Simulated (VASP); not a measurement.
# HfO2 (P4_2/nmc) in VASP: vibrations by perturbation theory with PBEsol

Aim: the vibrations by perturbation theory of HfO2 with PBEsol.

Program: VASP 6.6.1. These are calculated values, not measurements. Logs are shortened: lines on timing, memory, paths and dates and some standing lists are left out, and cuts for length are marked.

## (1) The cell of the first run

The structure is tetragonal, space group P4_2/nmc (No. 137). The conventional cell has a = 3.443 Å, b = 3.443 Å, c = 4.885 Å, α = 90.00°, β = 90.00°, γ = 90.00°. Within 2.7 Å of Hf (site symmetry -4m2) lie 8 O at 2.05 to 2.17 Å. Within 2.7 Å of O (site symmetry 2mm) lie 4 Hf at 2.05 to 2.17 Å and 6 O at 2.44 Å.

## (2) Vibrations by perturbation theory, PBEsol

File INCAR:

```
ALGO = Normal
EDIFF = 1E-8
ENCUT = 520
GGA = PS
IBRION = 8
ISIF = 2
ISMEAR = 0
LASPH = T
LCHARG = F
LEPSILON = T
LREAL = F
LWAVE = F
NELM = 80
NSW = 1
PREC = Accurate
SIGMA = 0.01
```

File KPOINTS:

```
k-points
0
Gamma
  8 8 6
```

File POSCAR:

```
HfO2
1.0
    3.4426052262      0.0000000000      0.0000000000
    0.0000000000      3.4426052262      0.0000000000
    0.0000000000      0.0000000000      4.8849429667
Hf O
2 4
Direct
    0.5000000000      0.5000000000      0.5000000000
    0.0000000000      0.0000000000      0.0000000000
    0.0000000000      0.5000000000      0.7297541411
    0.5000000000      0.0000000000      0.7702458589
    0.5000000000      0.0000000000      0.2702458589
    0.0000000000      0.5000000000      0.2297541411
```

Potentials or basis: VASP PAW PBE potentials, release 64 (Hf_pv, O).

Run with:

```
$ cat potpaw_PBE.64/Hf_pv/POTCAR potpaw_PBE.64/O/POTCAR > POTCAR
$ mpirun -np 1 vasp_std > vasp.out
```

OUTCAR:

```text
EDIFF = 1E-8
   ENCUT = 520
   GGA = PS
   IBRION = 8
   ISIF = 2
   ISMEAR = 0
   LASPH = T
   LEPSILON = T
   LREAL = F
   NELM = 80
   NSW = 1
   PREC = Accurate

 ion  position               nearest neighbor table
   1  0.500  0.500  0.500-   3 2.05   5 2.05   5 2.05   3 2.05   4 2.17   4 2.17   6 2.17   6 2.17
                             2 3.45   2 3.45   2 3.45   2 3.45   2 3.45   2 3.45   2 3.45   2 3.45
   2  0.000  0.000  0.000-   4 2.05   6 2.05   6 2.05   4 2.05   3 2.17   5 2.17   3 2.17   5 2.17
                             1 3.45   1 3.45   1 3.45   1 3.45   1 3.45   1 3.45   1 3.45   1 3.45
   3  0.000  0.500  0.730-   1 2.05   1 2.05   2 2.17   2 2.17
   4  0.500  0.000  0.770-   2 2.05   2 2.05   1 2.17   1 2.17
   5  0.500  0.000  0.270-   1 2.05   1 2.05   2 2.17   2 2.17
   6  0.000  0.500  0.230-   2 2.05   2 2.05   1 2.17   1 2.17

  LATTYP: Found a simple tetragonal cell.
 ALAT       =     3.4426052262
 C/A-ratio  =     1.4189669293

  Lattice vectors:

 A1 = (   3.4426052262,   0.0000000000,   0.0000000000)
 A2 = (   0.0000000000,   3.4426052262,   0.0000000000)
 A3 = (   0.0000000000,   0.0000000000,   4.8849429667)

Analysis of symmetry for initial positions (statically):
=====================================================================
 Subroutine PRICEL returns:
 Original cell was already a primitive cell.

 Routine SETGRP: Setting up the symmetry group for a
 simple tetragonal supercell.

 Subroutine GETGRP returns: Found 16 space group operations
 (whereof  8 operations were pure point group operations)
 out of a pool of 16 trial point group operations.

The static configuration has the point symmetry D_2d.
 The point group associated with its full space group is D_4h.

Analysis of symmetry for dynamics (positions and initial velocities):
=====================================================================
 Subroutine PRICEL returns:
 Original cell was already a primitive cell.

 Routine SETGRP: Setting up the symmetry group for a
 simple tetragonal supercell.

 Subroutine GETGRP returns: Found 16 space group operations
 (whereof  8 operations were pure point group operations)
 out of a pool of 16 trial point group operations.

The dynamic configuration has the point symmetry D_2d.
 The point group associated with its full space group is D_4h.

 Subroutine INISYM returns: Found 16 space group operations
 (whereof  8 operations are pure point group operations),
 and found     1 'primitive' translations

----------------------------------------------------------------------------------------

                                     Primitive cell

  volume of cell :      57.8941

  direct lattice vectors                    reciprocal lattice vectors
     3.442605226  0.000000000  0.000000000     0.290477686  0.000000000  0.000000000
     0.000000000  3.442605226  0.000000000     0.000000000  0.290477686  0.000000000
     0.000000000  0.000000000  4.884942967     0.000000000  0.000000000  0.204710681

  length of vectors
     3.442605226  3.442605226  4.884942967     0.290477686  0.290477686  0.204710681

  position of ions in fractional coordinates (direct lattice)
     0.500000000  0.500000000  0.500000000
     0.000000000  0.000000000  0.000000000
     0.000000000  0.500000000  0.729754141
     0.500000000  0.000000000  0.770245859
     0.500000000  0.000000000  0.270245859
     0.000000000  0.500000000  0.229754141
[... 912 lines left out ...]
  ---------------------------------------------------
  ---------------------------------------------------
  free energy    TOTEN  =        -0.37772133 eV

  energy without entropy =       -0.37772133

------------------------ aborting loop because EDIFF is reached ----------------------------------------

 INTERNAL STRAIN TENSOR  FOR ION    3  DIRECTION 3   (eV/Angst):
 -----------------------------------------------------------------------------
   -15.77896  0.00000  0.00000
     0.00000 12.59158  0.00000
     0.00000  0.00000 -4.46586

 MACROSCOPIC STATIC DIELECTRIC TENSOR (including local field effects in DFT)
 ------------------------------------------------------
           5.298648     0.000000    -0.000000
           0.000000     5.298648     0.000000
           0.000000     0.000000     5.171211
 ------------------------------------------------------

 PIEZOELECTRIC TENSOR (including local field effects)  for field in x, y, z        (e  Angst)
          XX          YY          ZZ          XY          YZ          ZX
  --------------------------------------------------------------------------------
  x     0.00000     0.00000     0.00000     0.00000     0.00000     0.00000
  y     0.00000     0.00000     0.00000     0.00000     0.00000     0.00000
  z     0.00000     0.00000     0.00000     0.00000     0.00000     0.00000

 PIEZOELECTRIC TENSOR (including local field effects)  for field in x, y, z        (C/m^2)
          XX          YY          ZZ          XY          YZ          ZX
  --------------------------------------------------------------------------------
  x     0.00000     0.00000     0.00000     0.00000     0.00000     0.00000
  y     0.00000     0.00000     0.00000     0.00000     0.00000     0.00000
  z     0.00000     0.00000     0.00000     0.00000     0.00000     0.00000

 BORN EFFECTIVE CHARGES (including local field effects) (in |e|, cummulative output)
 ---------------------------------------------------------------------------------
 ion    1
    1     5.55790     0.00000     0.00000
    2     0.00000     5.55790     0.00000
    3     0.00000     0.00000     5.39937
 ion    2
    1     5.55790     0.00000     0.00000
    2     0.00000     5.55790     0.00000
    3     0.00000     0.00000     5.39937
 ion    3
    1    -3.06147     0.00000    -0.00000
    2     0.00000    -2.49644    -0.00000
    3     0.00000     0.00000    -2.69969
 ion    4
    1    -3.06147     0.00000    -0.00000
    2     0.00000    -2.49644    -0.00000
    3     0.00000     0.00000    -2.69969
 ion    5
    1    -2.49644     0.00000     0.00000
    2     0.00000    -3.06147     0.00000
    3     0.00000     0.00000    -2.69969
 ion    6
    1    -2.49644     0.00000     0.00000
    2     0.00000    -3.06147     0.00000
    3     0.00000     0.00000    -2.69969

 INTERNAL STRAIN TENSOR FOR ION    6 for displacements in x,y,z  (eV/Angst):
          X           Y           Z          XY          YZ          ZX
  --------------------------------------------------------------------------------
  x     0.00000     0.00000     0.00000     0.00000     0.00000    12.07034
  y     0.00000     0.00000     0.00000     0.00000   -15.88963     0.00000
  z    12.59158   -15.77896    -4.46586     0.00000     0.00000     0.00000

 SECOND DERIVATIVES (NOT SYMMETRIZED)
 ------------------------------------
               1X          1Y          1Z          2X          2Y          2Z          3X          3Y          3Z          4X          4Y          4Z          5X          5Y          5Z          6X          6Y          6Z
  1X   -13.340589    0.000000    0.000000    0.661522    0.000000    0.000000    9.370818    0.000000    0.000000    0.672575    0.000000    0.000000    0.632031    0.000000    0.000000    2.003643    0.000000    0.000000
  1Y     0.000000  -13.340589    0.000000    0.000000    0.661522    0.000000    0.000000    0.632031    0.000000    0.000000    2.003643    0.000000    0.000000    9.370818    0.000000    0.000000    0.672575    0.000000
  1Z     0.000000    0.000000  -33.090745    0.000000    0.000000   20.173603    0.000000    0.000000    5.180408    0.000000    0.000000    1.278163    0.000000    0.000000    5.180408    0.000000    0.000000    1.278163
  2X     0.661522    0.000000    0.000000  -13.340589    0.000000    0.000000    0.672575    0.000000    0.000000    9.370818    0.000000    0.000000    2.003643    0.000000    0.000000    0.632031    0.000000    0.000000
  2Y     0.000000    0.661522    0.000000    0.000000  -13.340589    0.000000    0.000000    2.003643    0.000000    0.000000    0.632031    0.000000    0.000000    0.672575    0.000000    0.000000    9.370818    0.000000
  2Z     0.000000    0.000000   20.173603    0.000000    0.000000  -33.090745    0.000000    0.000000    1.278163    0.000000    0.000000    5.180408    0.000000    0.000000    1.278163    0.000000    0.000000    5.180408
  3X     9.377011    0.000000    0.000000    0.673923    0.000000    0.000000  -21.151608    0.000000    0.000000    9.278479    0.000000    0.000000    0.408738    0.000000    0.000000    1.413457    0.000000    0.000000
  3Y     0.000000    0.634474    0.000000    0.000000    2.003061    0.000000    0.000000  -12.926126    0.000000    0.000000    8.457552    0.000000    0.000000    0.413790    0.000000    0.000000    1.417248    0.000000
  3Z     0.000000    0.000000    5.187121    0.000000    0.000000    1.288504    0.000000    0.000000  -17.780908    0.000000    0.000000   -3.208654    0.000000    0.000000    0.916351    0.000000    0.000000   13.597586
  4X     0.673923    0.000000    0.000000    9.377011    0.000000    0.000000    9.278479    0.000000    0.000000  -21.151608    0.000000    0.000000    1.413457    0.000000    0.000000    0.408738    0.000000    0.000000
  4Y     0.000000    2.003061    0.000000    0.000000    0.634474    0.000000    0.000000    8.457552    0.000000    0.000000  -12.926126    0.000000    0.000000    1.417248    0.000000    0.000000    0.413790    0.000000
  4Z     0.000000    0.000000    1.288504    0.000000    0.000000    5.187121    0.000000    0.000000   -3.208654    0.000000    0.000000  -17.780908    0.000000    0.000000   13.597586    0.000000    0.000000    0.916351
  5X     0.634474    0.000000    0.000000    2.003061    0.000000    0.000000    0.413790    0.000000    0.000000    1.417248    0.000000    0.000000  -12.926126    0.000000    0.000000    8.457552    0.000000    0.000000
  5Y     0.000000    9.377011    0.000000    0.000000    0.673923    0.000000    0.000000    0.408738    0.000000    0.000000    1.413457    0.000000    0.000000  -21.151608    0.000000    0.000000    9.278479    0.000000
  5Z     0.000000    0.000000    5.187121    0.000000    0.000000    1.288504    0.000000    0.000000    0.916351    0.000000    0.000000   13.597586    0.000000    0.000000  -17.780908    0.000000    0.000000   -3.208654
  6X     2.003061    0.000000    0.000000    0.634474    0.000000    0.000000    1.417248    0.000000    0.000000    0.413790    0.000000    0.000000    8.457552    0.000000    0.000000  -12.926126    0.000000    0.000000
  6Y     0.000000    0.673923    0.000000    0.000000    9.377011    0.000000    0.000000    1.413457    0.000000    0.000000    0.408738    0.000000    0.000000    9.278479    0.000000    0.000000  -21.151608    0.000000
  6Z     0.000000    0.000000    1.288504    0.000000    0.000000    5.187121    0.000000    0.000000   13.597586    0.000000    0.000000    0.916351    0.000000    0.000000   -3.208654    0.000000    0.000000  -17.780908

 Eigenvectors and eigenvalues of the dynamical matrix
 ----------------------------------------------------

   1 f  =   23.287685 THz   146.320838 2PiTHz  776.793546 cm-1    96.310082 meV
             X         Y         Z           dx          dy          dz
      1.721303  1.721303  2.442471     0.000000   -0.000000   -0.000000
      0.000000  0.000000  0.000000    -0.000000    0.000000    0.000000
      0.000000  1.721303  3.564807    -0.000000    0.000000   -0.500000
      1.721303  0.000000  3.762607     0.000000   -0.000000   -0.500000
      1.721303  0.000000  1.320136    -0.000000    0.000000    0.500000
      0.000000  1.721303  1.122336     0.000000   -0.000000    0.500000
[... 145 lines left out ...]
  18 f/i=    0.005107 THz     0.032089 2PiTHz    0.170358 cm-1     0.021122 meV
             X         Y         Z           dx          dy          dz
      1.721303  1.721303  2.442471     0.000000   -0.000000    0.651273
      0.000000  0.000000  0.000000     0.000000   -0.000000    0.651273
      0.000000  1.721303  3.564807     0.000000   -0.000000    0.194735
      1.721303  0.000000  3.762607     0.000000   -0.000000    0.194735
      1.721303  0.000000  1.320136     0.000000   -0.000000    0.194735
      0.000000  1.721303  1.122336     0.000000   -0.000000    0.194735

--------------------------------------------------------------------------------------------------------

 MACROSCOPIC STATIC DIELECTRIC TENSOR IONIC CONTRIBUTION
 ------------------------------------------------------
          18.095592    -0.000000    -0.000000
          -0.000000    18.095592     0.000000
          -0.000000     0.000000    14.096113
 ------------------------------------------------------

 ELASTIC MODULI CONTR FROM IONIC RELAXATION (kBar)
 Direction    XX          YY          ZZ          XY          YZ          ZX
 --------------------------------------------------------------------------------
 XX       -1000.1316    702.7734   -416.6301      0.0000     -0.0000     -0.0000
 YY         702.7734  -1000.1316   -416.6301      0.0000     -0.0000      0.0000
 ZZ        -416.6301   -416.6301  -1167.4851      0.0000     -0.0000     -0.0000
 XY           0.0000      0.0000      0.0000      0.0000      0.0000      0.0000
 YZ          -0.0000     -0.0000     -0.0000      0.0000   -856.7651      0.0000
 ZX          -0.0000      0.0000     -0.0000      0.0000      0.0000   -888.0687
 --------------------------------------------------------------------------------

 PIEZOELECTRIC TENSOR IONIC CONTR  for field in x, y, z        (C/m^2)
          XX          YY          ZZ          XY          YZ          ZX
  --------------------------------------------------------------------------------
  x    -0.00000    -0.00000    -0.00000     0.00000     0.00000    -0.00000
  y    -0.00000    -0.00000    -0.00000     0.00000     0.00000    -0.00000
  z     0.00000    -0.00000     0.00000     0.00000    -0.00000     0.00000
```

It took 32 min on 1 thread of Oxide Virtual Turin-like, shared host; peak memory 0.55 GiB.

Results:

```
Electronic dielectric tensor (diagonal)                 : 5.30, 5.30, 5.17
Born charges (mean of the diagonal)                     : Hf +5.51; O -2.75 e
Highest phonon frequency at Γ, LO-TO splitting left out : 777 cm⁻¹
```

Phonon frequencies in cm⁻¹ (negative: imaginary):
```
              q point                                                        frequencies
(0.000, 0.000, 0.000)  0 0 0 131 131 179 277 277 281 360 469 469 602 602 682 723 723 777
```

Electronic dielectric tensor:
```
5.30 0.00 0.00
0.00 5.30 0.00
0.00 0.00 5.17
```

Born effective charge tensors (e):
atom 1, Hf
```
5.56 0.00 0.00
0.00 5.56 0.00
0.00 0.00 5.40
```
atom 2, Hf
```
5.56 0.00 0.00
0.00 5.56 0.00
0.00 0.00 5.40
```
atom 3, O
```
-3.06  0.00  0.00
 0.00 -2.50  0.00
 0.00  0.00 -2.70
```
atom 4, O
```
-3.06  0.00  0.00
 0.00 -2.50  0.00
 0.00  0.00 -2.70
```
atom 5, O
```
-2.50  0.00  0.00
 0.00 -3.06  0.00
 0.00  0.00 -2.70
```
atom 6, O
```
-2.50  0.00  0.00
 0.00 -3.06  0.00
 0.00  0.00 -2.70
```

Caveat: the cell stands under pressure or tension, which shifts response properties; spin-orbit coupling is left out, which moves the levels of the heavy elements.
